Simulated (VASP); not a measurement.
Here is a VASP 6.6.1 calculation.

The input INCAR:

```
PREC     = Accurate       # precision mode
ENCUT    = 600            # plane-wave cutoff, eV
EDIFF    = 1E-7           # SCF threshold, eV
ISMEAR   = 0              # smearing method
SIGMA    = 0.1            # smearing width, eV
LREAL    = F              # projectors in reciprocal space
LASPH    = T              # aspherical terms in the spheres
NELM     = 60             # most SCF steps
ALGO     = Normal         # electronic algorithm
ISIF     = 3              # what is computed and relaxed
LWAVE    = F              # write WAVECAR
LCHARG   = F              # write CHGCAR
GGA      = B5             # functional
ALDAX    = 1.0          
AGGAX    = 1.0          
AGGAC    = 1.0          
ALDAC    = 0.0          
IVDW     = 12             # dispersion correction
VDW_S6   = 1.0          
VDW_S8   = 2.6996       
VDW_A1   = 0.4298       
VDW_A2   = 4.2359       
IBRION   = 2              # ionic algorithm
NSW      = 80             # ionic steps
EDIFFG   = -0.01          # ionic threshold
```

File KPOINTS:

```
Automatic mesh
0
Gamma
  11 11 11
```

The input POSCAR:

```
LuH2
1.0
    0.0000000000      2.5165000000      2.5165000000
    2.5165000000      0.0000000000      2.5165000000
    2.5165000000      2.5165000000      0.0000000000
Lu H
1 2
Direct
    0.0000000000      0.0000000000      0.0000000000
    0.2500000000      0.2500000000      0.2500000000
    0.7500000000      0.7500000000      0.7500000000
```

Potentials or basis: VASP PAW PBE potentials, release 64 (Lu, H).

Launch:

```sh
$ cat potpaw_PBE.64/Lu/POTCAR potpaw_PBE.64/H/POTCAR > POTCAR
$ mpirun -np 1 vasp_std > vasp.out
```

Estimate the band gap on the k mesh.

zero (an odd number of electrons rules out a gap without spin polarisation).

What does it give for the space group after relaxing (to 0.1 Å)?

Fm-3m (No. 225).

What does it give for the relaxed volume?

10.13 Å³/atom.

Estimate the relaxed cell.

a = 3.502 Å, b = 3.502 Å, c = 3.502 Å, α = 60.00°, β = 60.00°, γ = 60.00°.

The path:
```tsv
step	energy change (eV)	largest force (eV/Å)	pressure (GPa)	volume (Å³)
1	0.0000	0.0000	-4.28	31.87
2	-0.0201	0.0000	-0.64	30.58
3	-0.0205	0.0000	0.00	30.38
```

Caveat: the PAW data sets were made with another functional, which shifts forces and pressure a little; spin-orbit coupling is left out, which moves the levels of the heavy elements; an odd number of electrons without spin polarisation forces a metal; a magnetic or distorted state may lie lower.
